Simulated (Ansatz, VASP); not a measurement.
**Zr2N: VASP beside Ansatz**

```xyz
6
Lattice="5.4436 0.0000 0.0000 0.0000 5.4436 0.0000 0.0000 0.0000 3.1848" Properties=species:S:1:pos:R:3 pbc="T T T"
Zr    1.6127    1.6127    0.0000
Zr    3.8309    3.8309    0.0000
Zr    4.3345    1.1091    1.5924
Zr    1.1091    4.3345    1.5924
N     0.0000    0.0000    0.0000
N     2.7218    2.7218    1.5924
```

Alike in both runs: task single point; functional PBEsol; k mesh 10 × 10 × 16; occupations gaussian, width 0.15 eV; no spin polarisation.

```csv
,VASP,Ansatz
version,VASP 6.6.1,Ansatz 0.2.0
potentials or method,"VASP PAW PBE potentials, release 64 (Zr_sv, N), cutoff 520 eV","scalar-relativistic, plane waves, PAW"
valence electrons in the cell,58,58
```

```csv
,VASP,Ansatz,Ansatz less VASP
gap on the k mesh at the Fermi level (eV),none,none,-
pressure (GPa),0.6,0.4,-0.26
"traceless stress, the component that is largest in VASP (GPa)",7.50,7.49,-0.014
rms of the force components (eV/Å),0.020,0.024,+0.0040
```

VASP's potentials were made for PBE, not for PBEsol. Atom by atom the forces differ by 0.004 eV/Å (rms over components). A gap of «none» marks a metal or a gap that the smearing closes.
